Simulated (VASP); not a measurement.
Input of a VASP 6.6.1 run:

File INCAR:

```
PREC     = Accurate       # precision mode
ENCUT    = 520            # plane-wave cutoff, eV
EDIFF    = 1E-6           # SCF threshold, eV
ISMEAR   = -1             # smearing method
SIGMA    = 0.05           # smearing width, eV
LREAL    = False          # projectors in reciprocal space
LASPH    = True           # aspherical terms in the spheres
NELM     = 80             # most SCF steps
ALGO     = Normal         # electronic algorithm
ISIF     = 2              # what is computed and relaxed
LWAVE    = False          # write WAVECAR
LCHARG   = False          # write CHGCAR
GGA      = PS             # functional
NBANDS   = 18             # bands
```

File KPOINTS:

```
regular mesh
0
Gamma
  12 12 7
```

Contents of POSCAR:

```
Cu
1.0
    2.5837974578      0.0000000000      0.0000000000
   -1.2918987289      2.2376342367      0.0000000000
    0.0000000000      0.0000000000      4.1932301247
Cu
2
Direct
    0.6666666667      0.3333333333      0.7500000000
    0.3333333333      0.6666666667      0.2500000000
```

Potentials or basis: VASP PAW PBE potentials, release 64 (Cu).

Launch:

```sh
$ cat potpaw_PBE.64/Cu/POTCAR > POTCAR
$ mpirun -np 1 vasp_std > vasp.out
```

Question: Estimate the pressure.

Answer: -8.7 GPa.

Question: Predict the band gap on the k mesh.

Answer: Zero (band 11 reaches 10.96 eV, above the bottom of band 12 at 5.24 eV).

Stress tensor (GPa, compression positive):
```
-8.71  0.00  0.00
 0.00 -8.71  0.00
 0.00  0.00 -8.80
```

Caveat: the PAW data sets were made with another functional, which shifts forces and pressure a little.
